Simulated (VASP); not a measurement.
# MnS (Fm-3m) in VASP: notebook

MnS is run at these levels: PBEsol+D3(BJ), PBE, LDA, PBEsol; tasks: relaxation of cell and atoms, single point.

All numbers are computed with VASP 6.6.1; they aren't measurements. Logs are shortened: lines on timing, memory, paths and dates and some standing lists are left out, and cuts for length are marked.

## Step 1: The cell of the first run

Symmetry: Fm-3m, No. 225, cubic system. Conventional cell: a = 5.209 Å, b = 5.209 Å, c = 5.209 Å, α = 90.00°, β = 90.00°, γ = 90.00°. Within 3.4 Å of Mn (site symmetry m-3m) lie 6 S at 2.60 Å. Within 3.4 Å of S (site symmetry m-3m) lie 6 Mn at 2.60 Å.

## Step 2: Relaxation of cell and atoms, PBEsol+D3(BJ), collinear spin, ferromagnetic start

INCAR

```
PREC     = Accurate       # precision mode
ENCUT    = 600            # plane-wave cutoff, eV
EDIFF    = 1E-7           # SCF threshold, eV
ISMEAR   = -1             # smearing method
SIGMA    = 0.05           # smearing width, eV
LREAL    = F              # projectors in reciprocal space
LASPH    = T              # aspherical terms in the spheres
NELM     = 150            # most SCF steps
ALGO     = Normal         # electronic algorithm
ISIF     = 3              # what is computed and relaxed
LWAVE    = F              # write WAVECAR
LCHARG   = F              # write CHGCAR
ISPIN    = 2              # spin polarisation
MAGMOM   = 4 0            # initial moments
LORBIT   = 11             # projections on sites
LMAXMIX  = 4              # l up to which the mixer works
GGA      = PS             # functional
IVDW     = 12             # dispersion correction
IBRION   = 2              # ionic algorithm
NSW      = 60             # ionic steps
EDIFFG   = -0.01          # ionic threshold
```

KPOINTS

```
Automatic mesh
0
Gamma
  9 9 9
```

POSCAR

```
MnS
1.0
    0.0000000000      2.6045000000      2.6045000000
    2.6045000000      0.0000000000      2.6045000000
    2.6045000000      2.6045000000      0.0000000000
Mn S
1 1
Direct
    0.0000000000      0.0000000000      0.0000000000
    0.5000000000      0.5000000000      0.5000000000
```

Potentials or basis: VASP PAW PBE potentials, release 64 (Mn_pv, S).

Launch:

```sh
> cat potpaw_PBE.64/Mn_pv/POTCAR potpaw_PBE.64/S/POTCAR > POTCAR
> mpirun -np 1 vasp_std > vasp.out
```

OUTCAR:

```text
PREC = Accurate
   ENCUT = 600
   EDIFF = 1E-7
   ISMEAR = -1
   LREAL = F
   LASPH = T
   NELM = 150
   ISIF = 3
   ISPIN = 2
   LORBIT = 11
   GGA = PS
   IVDW = 12
   IBRION = 2
   NSW = 60
   EDIFFG = -0.01
 IVDW          = 12

 ion  position               nearest neighbor table
   1  0.000  0.000  0.000-   2 2.60   2 2.60   2 2.60   2 2.60   2 2.60   2 2.60
   2  0.500  0.500  0.500-   1 2.60   1 2.60   1 2.60   1 2.60   1 2.60   1 2.60

  LATTYP: Found a face centered cubic cell.
 ALAT       =     5.2090000000

  Lattice vectors:

 A1 = (   0.0000000000,   2.6045000000,   2.6045000000)
 A2 = (   2.6045000000,   0.0000000000,   2.6045000000)
 A3 = (   2.6045000000,   2.6045000000,   0.0000000000)

Analysis of symmetry for initial positions (statically):
=====================================================================
 Subroutine PRICEL returns:
 Original cell was already a primitive cell.

 Routine SETGRP: Setting up the symmetry group for a
 face centered cubic supercell.

 Subroutine GETGRP returns: Found 48 space group operations
 (whereof 48 operations were pure point group operations)
 out of a pool of 48 trial point group operations.

The static configuration has the point symmetry O_h .

Analysis of symmetry for dynamics (positions and initial velocities):
=====================================================================
 Subroutine PRICEL returns:
 Original cell was already a primitive cell.

 Routine SETGRP: Setting up the symmetry group for a
 face centered cubic supercell.

 Subroutine GETGRP returns: Found 48 space group operations
 (whereof 48 operations were pure point group operations)
 out of a pool of 48 trial point group operations.

The dynamic configuration has the point symmetry O_h .

Analysis of structural, dynamic, and magnetic symmetry:
=====================================================================
 Subroutine PRICEL returns:
 Original cell was already a primitive cell.

 Routine SETGRP: Setting up the symmetry group for a
 face centered cubic supercell.

 Subroutine GETGRP returns: Found 48 space group operations
 (whereof 48 operations were pure point group operations)
 out of a pool of 48 trial point group operations.

The overall configuration has the point symmetry O_h .

 Subroutine INISYM returns: Found 48 space group operations
 (whereof 48 operations are pure point group operations),
 and found     1 'primitive' translations

----------------------------------------------------------------------------------------

                                     Primitive cell

  volume of cell :      35.3348

  direct lattice vectors                    reciprocal lattice vectors
     0.000000000  2.604500000  2.604500000    -0.191975427  0.191975427  0.191975427
     2.604500000  0.000000000  2.604500000     0.191975427 -0.191975427  0.191975427
     2.604500000  2.604500000  0.000000000     0.191975427  0.191975427 -0.191975427

  length of vectors
     3.683319223  3.683319223  3.683319223     0.332511194  0.332511194  0.332511194

  position of ions in fractional coordinates (direct lattice)
     0.000000000  0.000000000  0.000000000
     0.500000000  0.500000000  0.500000000

  ion indices of the primitive-cell ions
   primitive index   ion index
                 1           1
                 2           2

----------------------------------------------------------------------------------------

 KPOINTS: Automatic mesh

Automatic generation of k-mesh.
 Grid dimensions read from file:
 generate k-points for:    9    9    9

 Generating k-lattice:

  Cartesian coordinates                     Fractional coordinates (reciprocal lattice)
    -0.021330603  0.021330603  0.021330603     0.111111111  0.000000000  0.000000000
     0.021330603 -0.021330603  0.021330603     0.000000000  0.111111111  0.000000000
     0.021330603  0.021330603 -0.021330603     0.000000000  0.000000000  0.111111111

  Length of vectors
     0.036945688  0.036945688  0.036945688

  Shift w.r.t. Gamma in fractional coordinates (k-lattice)
     0.000000000  0.000000000  0.000000000

 Subroutine IBZKPT returns following result:
 ===========================================

 Found     35 irreducible k-points:

 Following reciprocal coordinates:
            Coordinates               Weight
  0.000000  0.000000  0.000000      1.000000
  0.111111  0.000000  0.000000      8.000000
  0.222222  0.000000  0.000000      8.000000
  0.333333  0.000000  0.000000      8.000000
  0.444444  0.000000  0.000000      8.000000
  0.111111  0.111111  0.000000      6.000000
[... 16 lines left out ...]
 -0.333333  0.333333  0.000000     12.000000
  0.444444  0.444444  0.000000      6.000000
 [... further k-points ...]
   k-points           NKPTS =     35   k-points in BZ     NKDIM =     35   number of bands    NBANDS=     15
   number of dos      NEDOS =    301   number of ions     NIONS =      2
   total plane-waves  NPLWV =  27000
   dimension x,y,z NGX =    30 NGY =   30 NGZ =   30
   dimension x,y,z NGXF=    60 NGYF=   60 NGZF=   60
   ions per type =               1   1
   NGX,Y,Z   is equivalent  to a cutoff of  13.54, 13.54, 13.54 a.u.
   NGXF,Y,Z  is equivalent  to a cutoff of  27.08, 27.08, 27.08 a.u.
 SYSTEM =  unknown system
   PREC   = accura    normal or accurate (medium, high low for compatibility)
   ISTART =      0    job   : 0-new  1-cont  2-samecut
   ICHARG =      2    charge: 1-file 2-atom 10-const
   ISPIN  =      2    spin polarized calculation?
   LNONCOLLINEAR =      F non collinear calculations
   LSORBIT =      F    spin-orbit coupling
   LASPH  =      T    aspherical Exc in radial PAW
   ENCUT  =  600.0 eV  44.10 Ry    6.64 a.u.   7.36  7.36  7.36*2*pi/ulx,y,z
   NELM   =    150;   NELMIN=  2; NELMDL= -5     # of ELM steps
   EDIFF  = 0.1E-06   stopping-criterion for ELM
   LREAL  =      F    real-space projection
   EDIFFG = -.1E-01   stopping-criterion for IOM
   NSW    =     60    number of steps for IOM
   IBRION =      2    ionic relax: 0-MD 1-quasi-New 2-CG
   NFREE  =      1    steps in history (QN), initial steepest desc. (CG)
   ISIF   =      3    stress and relaxation
   ISYM   =      2    0-nonsym 1-usesym 2-fastsym
   POTIM  = 0.5000    time-step for ionic-motion
   TEBEG  =    0.0;   TEEND  =   0.0 temperature during run
   PSTRESS=    0.0 pullay stress
   NELECT =      19.0000    total number of electrons
   NUPDOWN=      -1.0000    fix difference up-down
   EMIN   =  10.00;   EMAX   =-10.00  energy-range for DOS
   EFERMI =   0.00;   METHOD = LEGACY
   ISMEAR =    -1;   SIGMA  =   0.05  broadening in eV -4-tet -1-fermi 0-gaus
   EFERMI_NEDOS =   21; number of points for ismear=-14 and -15
   IALGO  =     38    algorithm
   IMIX   =      4    mixing-type and parameters
     AMIX     =   0.40;   BMIX     =  1.00
     AMIX_MAG =   1.60;   BMIX_MAG =  1.00
  volume/ion in A,a.u.               =      17.67       119.23
  Fermi-wavevector in a.u.,A,eV,Ry     =   1.331246  2.515690 24.112464  1.772216
  Thomas-Fermi vector in A             =   2.460272
   LORBIT       =     11    0 simple, 1 ext, 2 COOP (PROOUT), +10 PAW based schemes
   GGA     = PS    functional components
   LHFCALC =     F    Hartree Fock is set to
   AEXX    =    0.0000 exact exchange contribution
   IVDW    =    12    specifies the selected vdW correction
   LEPSILON=     F    determine dielectric tensor
   LRPA    =     F    only Hartree local field effects (RPA)
 conjugate gradient relaxation of ions
 spin polarized calculation
  energy-cutoff  :      600.00
  volume of cell :       35.33
 maximum number of plane-waves:      1243
 NGX is ok and might be reduce to    30
   NGX = 15   NGY = 15   NGZ = 15

--------------------------------------- Ionic step        1  -------------------------------------------

 number of electron      19.0000008 magnetization       4.6852227

 Free energy of the ion-electron system (eV)
  ---------------------------------------------------
  ext. energy  EPLUGINS =         0.00000000
  ---------------------------------------------------
  free energy    TOTEN  =       -14.85793127 eV

  energy without entropy =      -14.85107111  energy(sigma->0) =      -14.85450119

------------------------ aborting loop because EDIFF is reached ----------------------------------------

 Edisp (eV)   -0.70863

 E8    (eV) :    -0.4495

  FORCE on cell =-STRESS in cart. coord.  units (eV):
  Direction    XX          YY          ZZ          XY          YZ          ZX
  --------------------------------------------------------------------------------------
  -------------------------------------------------------------------------------------
  Total      -2.31346    -2.31346    -2.31346    -0.00000     0.00000     0.00000
  in kB    -104.89853  -104.89853  -104.89853    -0.00000     0.00000     0.00000
  external pressure =     -104.90 kB  Pullay stress =        0.00 kB
[... 101 lines left out ...]
  energy  without entropy=      -15.5619154672  energy(sigma->0) =      -15.56691239

--------------------------------------- Ionic step        4  -------------------------------------------

 number of electron      19.0000003 magnetization       3.9321087

 Free energy of the ion-electron system (eV)
  ---------------------------------------------------
  ext. energy  EPLUGINS =         0.00000000
  ---------------------------------------------------
  free energy    TOTEN  =       -14.98124081 eV

  energy without entropy =      -14.97302243  energy(sigma->0) =      -14.97713162

 E-fermi :   8.9041     XC(G=0): -11.8653

 val. band max:        8.8916341026   @ k =   0.2222   0.2222   0.0000
 cond. band min:       8.9373992612   @ k =  -0.1111   0.1111   0.0000
 fundamental gap:      0.0457651585
 Fermi energy:         8.9041487298

 spin component 1

 k-point     1 :       0.0000    0.0000    0.0000
  band No.  band energies     occupation
      1     -41.2003      1.00000
      2     -41.2003      1.00000
      3     -41.2003      1.00000
      4      -7.1270      1.00000
      5       5.5534      1.00000
      6       5.5534      1.00000
      7       5.5534      1.00000
      8       5.6804      1.00000
      9       5.6804      1.00000
     10       6.8810      1.00000
     11       6.8810      1.00000
     12       6.8810      1.00000
     13      12.4087      0.00000
     14      18.0913      0.00000
     15      18.0913      0.00000
[... 399 lines left out ...]
      1     -41.2208      1.00000
      2     -41.2088      1.00000
      3     -41.2088      1.00000
      4      -5.1334      1.00000
      5       1.7660      1.00000
      6       4.6692      1.00000
      7       4.8179      1.00000
      8       4.8179      1.00000
      9       6.0739      1.00000
     10       6.7062      1.00000
     11       6.7062      1.00000
     12       7.5346      1.00000
     13      10.4842      0.00000
     14      14.8447      0.00000
     15      20.7249      0.00000

 [... further k-points ...]

 spin component 2

 k-point     1 :       0.0000    0.0000    0.0000
  band No.  band energies     occupation
      1     -37.3919      1.00000
      2     -37.3919      1.00000
      3     -37.3919      1.00000
      4      -6.8441      1.00000
      5       7.0889      1.00000
      6       7.0889      1.00000
      7       7.0889      1.00000
      8       8.5103      0.99962
      9       8.5103      0.99962
     10       8.5103      0.99962
     11       8.6526      0.99351
     12       8.6526      0.99351
     13      13.1490      0.00000
     14      19.1564      0.00000
     15      19.1564      0.00000
[... 447 lines left out ...]
  FREE ENERGIE OF THE ION-ELECTRON SYSTEM (eV)
  ---------------------------------------------------
  free  energy   TOTEN  =       -15.5794680902 eV

  energy  without entropy=      -15.5712497080  energy(sigma->0) =      -15.57535890

 reached required accuracy - stopping structural energy minimisation

 total charge

# of ion       s       p       d       tot
------------------------------------------
    1        0.261   6.235   5.067  11.563
    2        1.322   2.406   0.000   3.728
--------------------------------------------------
tot          1.583   8.641   5.067  15.291

 magnetization (x)

# of ion       s       p       d       tot
------------------------------------------
    1        0.053   0.043   3.550   3.647
    2        0.025   0.029   0.000   0.054
--------------------------------------------------
tot          0.078   0.073   3.550   3.701
```

Run time: 1.8 min. Hardware: 1 thread of Intel Xeon 6975P-C (Granite Rapids), shared host; peak memory 0.22 GiB.

Results:

| Item | Value |
| --- | --- |
| Free energy | -15.5795 eV |
| Relaxed volume | 14.41 Å³/atom |
| Relaxed cell | a = 3.441 Å, b = 3.441 Å, c = 3.441 Å, α = 60.00°, β = 60.00°, γ = 60.00° |
| Space group after relaxing (to 0.1 Å) | Fm-3m (No. 225) |
| Energy gained by relaxing | 6.5 meV/atom |
| Ionic steps | 4 |
| Pressure after relaxing | 0.0 GPa |
| Net moment | 3.93 μB per cell |
| Site moments | Mn +3.65; S +0.05 μB |
| Valence electrons inside the program's atomic spheres | Mn 11.56; S 3.73 |
| Dispersion energy per atom | -0.299 eV |

The path:
```
step  energy change (eV)  largest force (eV/Å)  pressure (GPa)  volume (Å³)
   1              0.0000                0.0000          -10.49        35.33
   2             -0.0033                0.0000           -3.13        29.74
   3             -0.0053                0.0000            2.97        28.01
   4             -0.0129                0.0000           -0.03        28.82
```

Final structure:
```cif
data_structure
_symmetry_space_group_name_H-M 'P 1'
_symmetry_Int_Tables_number 1
_cell_length_a 3.4413
_cell_length_b 3.4413
_cell_length_c 3.4413
_cell_angle_alpha 60.000
_cell_angle_beta 60.000
_cell_angle_gamma 60.000
_cell_volume 28.82
loop_
_atom_site_label
_atom_site_type_symbol
_atom_site_fract_x
_atom_site_fract_y
_atom_site_fract_z
_atom_site_occupancy
Mn1 Mn 0.00000 0.00000 0.00000 1
S1 S 0.50000 0.50000 0.50000 1
```

Caveat: the volume moved by over 15 % at a fixed basis, so the end points are rough; the PAW data sets were made with another functional, which shifts forces and pressure a little; a cell with one magnetic atom can't hold antiferromagnetic order, which such compounds often take; semilocal functionals often make such compounds metallic where correlation or magnetic order opens a gap, which also shifts bond lengths.

[end of part 1 of 2]
